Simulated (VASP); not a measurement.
A run of VASP 6.6.1 is set up as follows.

File POSCAR:

```
BN
1.0
    0.0210070249      1.7965172858      1.7965172858
    1.7965172858      0.0210070249      1.7965172858
    1.7965172858      1.7965172858      0.0210070249
B N
1 1
Direct
    0.0001988472      0.0001988472      0.0001988472
    0.2498011528      0.2498011528      0.2498011528
```

File INCAR.step1:

```
SYSTEM = BN
  ALGO = Normal
  EDIFF = 1E-8
  ENCUT = 500
  GGA = PS
  ISMEAR = 0
  LASPH = .True.
  LCHARG = .False.
  LREAL = .False.
  LWAVE = .True.
  NELM = 60
  PREC = Accurate
  SIGMA = 0.01
```

The input INCAR.step2:

```
SYSTEM = BN
  ALGO = Exact
  EDIFF = 1E-8
  ENCUT = 500
  GGA = PS
  ISMEAR = 0
  ISTART = 1
  LASPH = .True.
  LCHARG = .False.
  LOPTICS = .True.
  LREAL = .False.
  LWAVE = .True.
  NBANDS = 34
  NELM = 1
  PREC = Accurate
  SIGMA = 0.01
```

INCAR.step3

```
SYSTEM = BN
  ALGO = EVGW0
  EDIFF = 1E-8
  ENCUT = 500
  ENCUTGW = 100.0
  GGA = PS
  ISMEAR = 0
  ISTART = 1
  LASPH = .True.
  LCHARG = .False.
  LREAL = .False.
  LWAVE = .False.
  NBANDS = 34
  NBANDSGW = 12
  NELMGW = 1
  NOMEGA = 48
  PREC = Accurate
  PRECFOCK = Fast
  SIGMA = 0.01
```

The input KPOINTS:

```
k-points
0
Gamma
  6 6 6
  0 0 0
```

Potentials or basis: VASP PAW PBE potentials, release 64 (B_GW, N_GW).

Command:

```bash
$ cat potpaw_PBE.64/B_GW/POTCAR potpaw_PBE.64/N_GW/POTCAR > POTCAR
$ cp INCAR.step1 INCAR
$ mpirun -np 1 vasp_std > vasp.out
$ cp INCAR.step2 INCAR
$ mpirun -np 1 vasp_std > vasp.out
$ cp INCAR.step3 INCAR
$ mpirun -np 1 vasp_std > vasp.out
```

What does it give for the quasiparticle gap?

5.74 eV.

What does it give for the least direct quasiparticle gap?

10.58 eV.

Estimate the band gap on the k mesh, mean-field level.

4.27 eV, indirect (least direct gap 8.51 eV).

Caveat: the k points lie up to 0.51 Å⁻¹ apart; bands, screening cutoff and mesh are small and nothing is extrapolated, so the quasiparticle values aren't converged. A k mesh can miss the band edges.
